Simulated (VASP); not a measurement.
A run of VASP 6.6.1:

The input INCAR:

```
SYSTEM = Y
  PREC = Accurate
  ENCUT = 520
  EDIFF = 1E-6
  ISMEAR = 0
  SIGMA = 0.15
  LREAL = .FALSE.
  LASPH = .TRUE.
  NELM = 100
  ALGO = Fast
  ISIF = 2
  LWAVE = .FALSE.
  LCHARG = .FALSE.
  GGA = PS
  NBANDS = 12
```

File KPOINTS:

```
Automatic mesh
0
G
  16 16 16
  0 0 0
```

POSCAR

```
Y
1.0
    0.0000000000      2.4912125000      2.4912125000
    2.4850000000      0.0062125000      2.4850000000
    2.4850000000      2.4850000000      0.0062125000
Y
1
Direct
    0.0000000000      0.0000000000      0.0000000000
```

Potentials or basis: VASP PAW PBE potentials, release 64 (Y_sv).

The run is started by

```sh
$ cat potpaw_PBE.64/Y_sv/POTCAR > POTCAR
$ mpirun -np 1 vasp_std > vasp.out
```

Hardware: 1 thread of Intel(R) Xeon(R) Platinum 8559C (Emerald Rapids), with other jobs on the host.

Problem. How long does it take, and how much memory?

Solution. Run time: 2.4 min on 1 thread of Intel(R) Xeon(R) Platinum 8559C (Emerald Rapids), on a shared host, peak memory 0.38 GiB. Counts: scf iterations 15, k points 621.
